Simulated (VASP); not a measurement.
# ZrH6 (Cmm2) in VASP: notebook, part 2 of 2

VASP 6.6.1.

## 4. Single point, PBE, collinear spin

This run uses another cell than the first one, of 12.36 Å³/atom.

Contents of INCAR:

```
SYSTEM = ZrH6
ALGO     = Normal         ! electronic algorithm
EDIFF    = 1E-7           ! SCF threshold, eV
ENCUT    = 520            ! plane-wave cutoff, eV
GGA      = PE             ! functional
ISIF     = 2              ! what is computed and relaxed
ISMEAR   = 0              ! smearing method
ISPIN    = 2              ! spin polarisation
LASPH    = .True.         ! aspherical terms in the spheres
LCHARG   = .True.         ! write CHGCAR
LELF     = .True.         ! ELF
LMAXMIX  = 4              ! l up to which the mixer works
LORBIT   = 11             ! projections on sites
LREAL    = .False.        ! projectors in reciprocal space
LVHAR    = .True.       
LWAVE    = .False.        ! write WAVECAR
MAGMOM   = 1 0 0 0 0 0 0  ! initial moments
NBANDS   = 22             ! bands
NELM     = 150            ! most SCF steps
PREC     = Accurate       ! precision mode
SIGMA    = 0.1            ! smearing width, eV
```

Contents of KPOINTS:

```
k-points
0
Gamma
  6 6 2
  0 0 0
```

Contents of POSCAR:

```
ZrH6
1.0
    1.9490248793     -2.5293327369      0.0000000000
    1.9490248793      2.5293327369      0.0000000000
    0.0000000000      0.0000000000      8.7767329920
Zr H
1 6
Direct
    0.5000000000      0.5000000000      0.0925093045
    0.6674484527      0.8421492083      0.2813532308
    0.3325515473      0.1578507917      0.2813532308
    0.8421492083      0.6674484527      0.2813532308
    0.1578507917      0.3325515473      0.2813532308
    0.0962847159      0.0962847159      0.6023885061
    0.9037152841      0.9037152841      0.6023885061
```

Potentials or basis: VASP PAW PBE potentials, release 64 (Zr_sv, H).

On the command line:

```bash
$ cat potpaw_PBE.64/Zr_sv/POTCAR potpaw_PBE.64/H/POTCAR > POTCAR
$ mpirun -np 1 vasp_std > vasp.out
```

OUTCAR:

```text
SYSTEM = ZrH6
   EDIFF = 1E-7
   ENCUT = 520
   GGA = PE
   ISIF = 2
   ISMEAR = 0
   ISPIN = 2
   LASPH = .True.
   LORBIT = 11
   LREAL = .False.
   NELM = 150
   PREC = Accurate

 ion  position               nearest neighbor table
   1  0.500  0.500  0.093-   2 1.98   3 1.98   4 1.98   5 1.98
   2  0.667  0.842  0.281-   4 0.88   1 1.98
   3  0.333  0.158  0.281-   5 0.88   1 1.98
   4  0.842  0.667  0.281-   2 0.88   1 1.98
   5  0.158  0.333  0.281-   3 0.88   1 1.98
   6  0.096  0.096  0.602-   7 0.75
   7  0.904  0.904  0.602-   6 0.75

  LATTYP: Found a base centered orthorhombic cell.
 ALAT       =     3.8980497586
 B/A-ratio  =     1.2977426629
 C/A-ratio  =     2.2515702814

  Lattice vectors:

 A1 = (   1.9490248793,  -2.5293327369,   0.0000000000)
 A2 = (   1.9490248793,   2.5293327369,   0.0000000000)
 A3 = (   0.0000000000,   0.0000000000,   8.7767329920)

Analysis of symmetry for initial positions (statically):
=====================================================================
 Subroutine PRICEL returns:
 Original cell was already a primitive cell.

 Routine SETGRP: Setting up the symmetry group for a
 base centered orthorhombic supercell.

 Subroutine GETGRP returns: Found  4 space group operations
 (whereof  4 operations were pure point group operations)
 out of a pool of  8 trial point group operations.

The static configuration has the point symmetry C_2v.

Analysis of symmetry for dynamics (positions and initial velocities):
=====================================================================
 Subroutine PRICEL returns:
 Original cell was already a primitive cell.

 Routine SETGRP: Setting up the symmetry group for a
 base centered orthorhombic supercell.

 Subroutine GETGRP returns: Found  4 space group operations
 (whereof  4 operations were pure point group operations)
 out of a pool of  8 trial point group operations.

[... 185 lines left out ...]
      3     -25.6759      1.00000
      4     -25.4308      1.00000
      5     -10.0102      1.00000
      6      -6.4128      1.00000
[... 565 lines left out ...]
     20      10.8506      0.00000
     21      11.3786      0.00000

 [... further k-points ...]

 spin component 2

 k-point     1 :       0.0000    0.0000    0.0000
  band No.  band energies     occupation
      1     -47.8932      1.00000
      2     -26.2433      1.00000
      3     -25.6757      1.00000
      4     -25.4307      1.00000
      5     -10.0102      1.00000
      6      -6.4128      1.00000
[... 565 lines left out ...]
     20      10.8512      0.00000
     21      11.3789      0.00000

 [... further k-points ...]

 [bands above 21 left out]

------------------------ aborting loop because EDIFF is reached ----------------------------------------

  FORCE on cell =-STRESS in cart. coord.  units (eV):
  Direction    XX          YY          ZZ          XY          YZ          ZX
  --------------------------------------------------------------------------------------
  -------------------------------------------------------------------------------------
  Total       -0.1061378     -0.0936231      0.0763748      0.0000000      0.0000000      0.0000000
  in kB       -1.9651447     -1.7334341      1.4140817      0.0000000      0.0000000      0.0000000
  external PRESSURE =      -0.7614990 kB  Pullay stress =       0.0000000 kB

 VOLUME and BASIS-vectors are now :
 -----------------------------------------------------------------------------
  energy-cutoff  :      520.00
  volume of cell :       86.53
      direct lattice vectors                 reciprocal lattice vectors
     1.949024879 -2.529332737  0.000000000     0.256538542 -0.197680595  0.000000000
     1.949024879  2.529332737  0.000000000     0.256538542  0.197680595  0.000000000
     0.000000000  0.000000000  8.776732992     0.000000000  0.000000000  0.113937612

 POSITION                                       TOTAL-FORCE (eV/Angst)
 -----------------------------------------------------------------------------------
      1.94902      0.00000      0.81193        -0.000000      0.000000     -0.005516
      2.94224      0.44188      2.46936        -0.002435      0.007999      0.002031
      0.95581     -0.44188      2.46936         0.002435     -0.007999      0.002031
      2.94224     -0.44188      2.46936        -0.002435     -0.007999      0.002031
      0.95581      0.44188      2.46936         0.002435      0.007999      0.002031
      0.37532      0.00000      5.28700        -0.020525      0.000000     -0.001304
      3.52273      0.00000      5.28700         0.020525      0.000000     -0.001304
 -----------------------------------------------------------------------------------
    total drift:                               -0.000000     -0.000000     -0.000374

  FREE ENERGIE OF THE ION-ELECTRON SYSTEM (eV)
  ---------------------------------------------------
  free  energy   TOTEN  =       -26.8329528884 eV

  energy  without entropy=      -26.8242041667  energy(sigma->0) =      -26.82857853

 total charge

# of ion       s       p       d       tot
------------------------------------------
    1        2.190   5.952   1.676   9.817
    2        0.556   0.031   0.000   0.586
    3        0.556   0.031   0.000   0.586
    4        0.556   0.031   0.000   0.586
    5        0.556   0.031   0.000   0.586
    6        0.607   0.029   0.000   0.635
    7        0.607   0.029   0.000   0.635
--------------------------------------------------
tot          5.627   6.131   1.676  13.434

 magnetization (x)

# of ion       s       p       d       tot
------------------------------------------
    1        0.000   0.000   0.000   0.000
    2       -0.000  -0.000   0.000  -0.000
    3       -0.000  -0.000   0.000  -0.000
    4       -0.000  -0.000   0.000  -0.000
    5       -0.000  -0.000   0.000  -0.000
    6        0.000   0.000   0.000   0.000
    7        0.000   0.000   0.000   0.000
--------------------------------------------------
tot         -0.000   0.000   0.000   0.000
```

OSZICAR:

```text
N       E                     dE             d eps       ncg     rms          rms(c)
DAV:   1     0.102630264844E+03    0.10263E+03   -0.77334E+03  2288   0.678E+02
DAV:   2    -0.204825867591E+02   -0.12311E+03   -0.11843E+03  2752   0.202E+02
DAV:   3    -0.288659365209E+02   -0.83833E+01   -0.82538E+01  3960   0.397E+01
[... 15 lines left out ...]
DAV:  19    -0.268329360205E+02   -0.28959E-04   -0.60010E-05  2644   0.214E-02    0.850E-03
DAV:  20    -0.268329475014E+02   -0.11481E-04   -0.27058E-05  2680   0.155E-02    0.567E-03
DAV:  21    -0.268329519328E+02   -0.44314E-05   -0.15475E-05  2664   0.112E-02    0.234E-03
DAV:  22    -0.268329527989E+02   -0.86615E-06   -0.35346E-06  2934   0.547E-03    0.762E-04
DAV:  23    -0.268329528884E+02   -0.89429E-07   -0.22469E-07  2448   0.157E-03
   1 F= -.26832953E+02 E0= -.26828579E+02  d E =-.874872E-02  mag=     0.0003
```

Run time: 80 s. Hardware: 1 thread of Intel Xeon 6975P-C (Granite Rapids), shared host; peak memory 0.25 GiB.

What came out:

```yaml
Free_energy: -26.8330 eV
Pressure: -0.1 GPa
Largest_force: 0.021 eV/Å
Band_gap_on_the_k_mesh: zero (filled and empty bands overlap)
Net_moment: 0.00 μB per cell
Valence_electrons_inside_the_program's_atomic_spheres: Zr 9.82; H 0.59, 0.64 (each value once)
```

Forces on the atoms (eV/Å):
```
Zr   0.000  0.000 -0.006
H   -0.002  0.008  0.002
H    0.002 -0.008  0.002
H   -0.002 -0.008  0.002
H    0.002  0.008  0.002
H   -0.021  0.000 -0.001
H    0.021  0.000 -0.001
```

## 5. The runs side by side

| spin | cell | k mesh | gap on the mesh (eV) | pressure (GPa) | largest force (eV/Å) |
| --- | --- | --- | --- | --- | --- |
| off | a = 3.156, b = 3.156, c = 6.400 Å, angles 90.0, 90.0, 116.8°, 7 atoms, atomic positions A | 6 × 6 × 4 | none | 31.5 | 10.67 |
| off | a = 3.193, b = 3.193, c = 8.777 Å, angles 90.0, 90.0, 104.8°, 7 atoms, atomic positions B | 6 × 6 × 4 | none | -0.1 | 0.02 |
| collinear | a = 3.193, b = 3.193, c = 8.777 Å, angles 90.0, 90.0, 104.8°, 7 atoms, atomic positions B | 6 × 6 × 2 | none | -0.1 | 0.02 |

Alike in all rows: task single point; level PBE; potentials or basis VASP PAW PBE potentials, release 64 (Zr_sv, H); cutoff (eV) 520; smearing gaussian 0.1 eV.

Caveats: some runs use coarse meshes; forces of over 1 eV/Å act on the atoms, so gaps and moduli don't describe the material at rest (at least some runs).

Total energies depend on the potentials used, so only differences within one code and one set of settings carry meaning.
